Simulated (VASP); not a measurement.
Here is a VASP 6.6.1 calculation.

Contents of INCAR:

```
SYSTEM = Cu
ALGO = Fast
EDIFF = 1E-6
ENCUT = 520
GGA = PE
ISIF = 2
ISMEAR = 0
LASPH = .True.
LCHARG = .True.
LELF = .True.
LREAL = .False.
LVHAR = .True.
LWAVE = .False.
NBANDS = 18
NELM = 60
PREC = Accurate
SIGMA = 0.15
```

File KPOINTS:

```
k-points
0
Gamma
  18 18 18
  0 0 0
```

POSCAR

```
Cu
1.0
    1.2386412945     -4.0308860292      0.0000000000
    1.2386412945      4.0308860292      0.0000000000
    0.0000000000      0.0000000000      2.5142119659
Cu
2
Direct
    0.0775216340      0.8094512930      0.2500000000
    0.9224783660      0.1905487070      0.7500000000
```

Potentials or basis: VASP PAW PBE potentials, release 64 (Cu).

Launch:

```console
$ cat potpaw_PBE.64/Cu/POTCAR > POTCAR
$ mpirun -np 1 vasp_std > vasp.out
```

**Question.** Predict the pressure.

**Answer.** 0.9 GPa.

**Question.** Predict the largest force.

**Answer.** 0.380 eV/Å.

**Question.** Estimate the band gap on the k mesh.

**Answer.** Zero (bands 11 and 12 overlap by 5.88 eV).

Stress tensor (GPa, compression positive):
```
-0.16  6.27  0.00
 6.27  1.64  0.00
 0.00  0.00  1.34
```

Caveat: the cell differs from its parent crystal (atoms displaced along a vibrational mode).
